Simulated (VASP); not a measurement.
# ZnS (F-43m) in VASP: further runs, part 2 of 2

VASP 6.6.1. The steps go on from the part before.

## Step 4: Electric field gradients, PBEsol (volume scaled by 0.96)

Contents of INCAR:

```
PREC = Accurate
ENCUT = 520
EDIFF = 1E-8
ISMEAR = -1
SIGMA = 0.01
LREAL = False
LASPH = True
NELM = 80
ALGO = Normal
ISIF = 2
LWAVE = False
LCHARG = False
GGA = PS
LEFG = True
NBANDS = 16
```

Contents of KPOINTS:

```
Automatic mesh
0
Gamma
  8 8 8
```

Contents of POSCAR:

```
ZnS
1.0
    0.0000000000      2.6680961947      2.6680961947
    2.6680961947      0.0000000000      2.6680961947
    2.6680961947      2.6680961947      0.0000000000
Zn S
1 1
Direct
    0.0000000000      0.0000000000      0.0000000000
    0.7500000000      0.7500000000      0.7500000000
```

Potentials or basis: VASP PAW PBE potentials, release 64 (Zn, S).

The run is started by

```
> cat potpaw_PBE.64/Zn/POTCAR potpaw_PBE.64/S/POTCAR > POTCAR
> mpirun -np 1 vasp_std > vasp.out
```

OUTCAR:

```text
PREC = Accurate
   ENCUT = 520
   EDIFF = 1E-8
   ISMEAR = -1
   LREAL = False
   LASPH = True
   NELM = 80
   ISIF = 2
   GGA = PS

 ion  position               nearest neighbor table
   1  0.000  0.000  0.000-   2 2.31   2 2.31   2 2.31   2 2.31
   2  0.750  0.750  0.750-   1 2.31   1 2.31   1 2.31   1 2.31

  LATTYP: Found a face centered cubic cell.
 ALAT       =     5.3361923894

  Lattice vectors:

 A1 = (   0.0000000000,   2.6680961947,   2.6680961947)
 A2 = (   2.6680961947,   0.0000000000,   2.6680961947)
 A3 = (   2.6680961947,   2.6680961947,   0.0000000000)

Analysis of symmetry for initial positions (statically):
=====================================================================
 Subroutine PRICEL returns:
 Original cell was already a primitive cell.

 Routine SETGRP: Setting up the symmetry group for a
 face centered cubic supercell.

 Subroutine GETGRP returns: Found 24 space group operations
 (whereof 24 operations were pure point group operations)
 out of a pool of 48 trial point group operations.

The static configuration has the point symmetry T_d .

Analysis of symmetry for dynamics (positions and initial velocities):
=====================================================================
 Subroutine PRICEL returns:
 Original cell was already a primitive cell.

 Routine SETGRP: Setting up the symmetry group for a
 face centered cubic supercell.

 Subroutine GETGRP returns: Found 24 space group operations
 (whereof 24 operations were pure point group operations)
 out of a pool of 48 trial point group operations.

The dynamic configuration has the point symmetry T_d .

 Subroutine INISYM returns: Found 24 space group operations
[... 148 lines left out ...]
 fundamental gap:      2.1427558534
 Fermi energy:         2.6120470083

 k-point     1 :       0.0000    0.0000    0.0000
  band No.  band energies     occupation
      1     -11.0534      2.00000
      2      -4.1580      2.00000
      3      -4.1580      2.00000
      4      -4.1580      2.00000
      5      -3.6130      2.00000
      6      -3.6130      2.00000
[... 433 lines left out ...]
      3      -3.9606      2.00000
      4      -3.6849      2.00000
      5      -3.6008      2.00000
      6      -3.3231      2.00000
[... 8 lines left out ...]
     15      15.8682      0.00000
     16      16.7644      0.00000

 [... further k-points ...]
[... 5 lines left out ...]
  --------------------------------------------------------------------------------------
  -------------------------------------------------------------------------------------
  Total        0.2677826      0.2677826      0.2677826      0.0000000      0.0000000      0.0000000
  in kB       11.2942802     11.2942802     11.2942802      0.0000000      0.0000000      0.0000000
  external PRESSURE =      11.2942802 kB  Pullay stress =       0.0000000 kB

 VOLUME and BASIS-vectors are now :
 -----------------------------------------------------------------------------
  energy-cutoff  :      520.00
  volume of cell :       37.99
      direct lattice vectors                 reciprocal lattice vectors
     0.000000000  2.668096195  2.668096195    -0.187399540  0.187399540  0.187399540
     2.668096195  0.000000000  2.668096195     0.187399540 -0.187399540  0.187399540
     2.668096195  2.668096195  0.000000000     0.187399540  0.187399540 -0.187399540

 POSITION                                       TOTAL-FORCE (eV/Angst)
 -----------------------------------------------------------------------------------
      0.00000      0.00000      0.00000         0.000000      0.000000      0.000000
      4.00214      4.00214      4.00214        -0.000000     -0.000000     -0.000000
 -----------------------------------------------------------------------------------
    total drift:                               -0.000002     -0.000002     -0.000002

  FREE ENERGIE OF THE ION-ELECTRON SYSTEM (eV)
  ---------------------------------------------------
  free  energy   TOTEN  =        -7.5867384242 eV

  energy  without entropy=       -7.5867384242  energy(sigma->0) =       -7.58673842

 Electric field gradients (V/A^2)
---------------------------------------------------------------------
 ion       V_xx      V_yy      V_zz      V_xy      V_xz      V_yz
---------------------------------------------------------------------
   1      -0.000    -0.000    -0.000    -0.001    -0.001    -0.001
   2       0.000    -0.000     0.000    -0.000    -0.000    -0.000
---------------------------------------------------------------------

 Electric field gradients after diagonalization (V/A^2)
 (convention: |V_zz| > |V_xx| > |V_yy|)
----------------------------------------------------------------------
 ion       V_xx      V_yy      V_zz     asymmetry (V_yy - V_xx)/ V_zz
----------------------------------------------------------------------
   1       0.001     0.001    -0.001       0.000
   2       0.000     0.000    -0.001       0.000
----------------------------------------------------------------------

           NMR quadrupolar parameters

 Cq : quadrupolar parameter    Cq=e*Q*V_zz/h
 eta: asymmetry parameters     (V_yy - V_xx)/ V_zz
 Q  : nuclear electric quadrupole moment in mb (millibarn)
----------------------------------------------------------------------
 ion       Cq(MHz)       eta       Q (mb)
----------------------------------------------------------------------
   1      -0.000       0.000       1.000
   2      -0.000       0.000       1.000
----------------------------------------------------------------------
```

OSZICAR:

```text
N       E                     dE             d eps       ncg     rms          rms(c)
DAV:   1     0.893480482795E+02    0.89348E+02   -0.91788E+03   928   0.137E+03
DAV:   2    -0.207315650160E+01   -0.91421E+02   -0.85140E+02  1072   0.262E+02
DAV:   3    -0.793489627950E+01   -0.58617E+01   -0.58359E+01  1112   0.640E+01
DAV:   4    -0.799620091299E+01   -0.61305E-01   -0.61293E-01  1192   0.702E+00
DAV:   5    -0.799692338427E+01   -0.72247E-03   -0.72246E-03  1136   0.717E-01    0.717E+00
DAV:   6    -0.761110187275E+01    0.38582E+00   -0.79369E-01  1320   0.331E+01    0.560E+00
DAV:   7    -0.759026148998E+01    0.20840E-01   -0.24614E-01  1096   0.501E+00    0.268E+00
DAV:   8    -0.758687487164E+01    0.33866E-02   -0.55040E-03  1312   0.101E+00    0.627E-01
DAV:   9    -0.758666527166E+01    0.20960E-03   -0.99770E-04  1144   0.271E-01    0.909E-02
DAV:  10    -0.758674606781E+01   -0.80796E-04   -0.16147E-04  1112   0.930E-02    0.252E-02
DAV:  11    -0.758673811592E+01    0.79519E-05   -0.27589E-05  1256   0.455E-02    0.457E-03
DAV:  12    -0.758673845875E+01   -0.34283E-06   -0.33827E-06  1152   0.126E-02    0.328E-03
DAV:  13    -0.758673843033E+01    0.28419E-07   -0.11353E-07  1168   0.279E-03    0.838E-04
DAV:  14    -0.758673842420E+01    0.61298E-08   -0.84928E-09  1008   0.206E-03
   1 F= -.75867384E+01 E0= -.75867384E+01  d E =-.149385E-12
```

stdout:

```text
POSCAR found type information on POSCAR ZnS
 POSCAR found :  2 types and       2 ions
 scaLAPACK will be used
 -----------------------------------------------------------------------------
|                                                                             |
|                                                                             |
|     You enforced a specific xc type in the INCAR file but a different       |
|     I HOPE YOU KNOW WHAT YOU ARE DOING!                                     |
|                                                                             |
 -----------------------------------------------------------------------------

 LDA part: xc-table for (Slater+PW92), standard interpolation
 POSCAR, INCAR and KPOINTS ok, starting setup
 FFT: planning ... GRIDC
 FFT: planning ... GRID_SOFT
 FFT: planning ... GRID
 WAVECAR not read
 entering main loop
ion   1

ion   2
```

It took 41 s on 1 thread of Intel Xeon 8259CL, shared host; peak memory 0.16 GiB.

Results:

```yaml
Free_energy: -7.5867 eV
Pressure: 1.1 GPa
Band_gap_on_the_k_mesh: 2.14 eV, direct
```

Caveat: without QUAD_EFG the Cq values of the log hold for a quadrupole moment of 1 mb, not for the nuclei; the PAW data sets were made with another functional, which shifts forces and pressure a little.

## Step 5: The runs side by side

| cell | gap on the mesh (eV) | pressure (GPa) |
| --- | --- | --- |
| a = 3.747 Å, angles 60.0°, 2 atoms | 2.24 | 3.0 |
| a = 3.799 Å, angles 60.0°, 2 atoms | 2.05 | -0.5 |
| a = 3.773 Å, angles 60.0°, 2 atoms | 2.14 | 1.1 |

Alike in all rows: task electric field gradients; level PBEsol; potentials or basis VASP PAW PBE potentials, release 64 (Zn, S); no spin polarisation; k mesh 8 × 8 × 8; cutoff (eV) 520; smearing fermi-dirac 0.01 eV.

Caveats: the PAW data sets were made with another functional, which shifts forces and pressure a little.

Absolute energies hang on the potentials; compare differences alone.
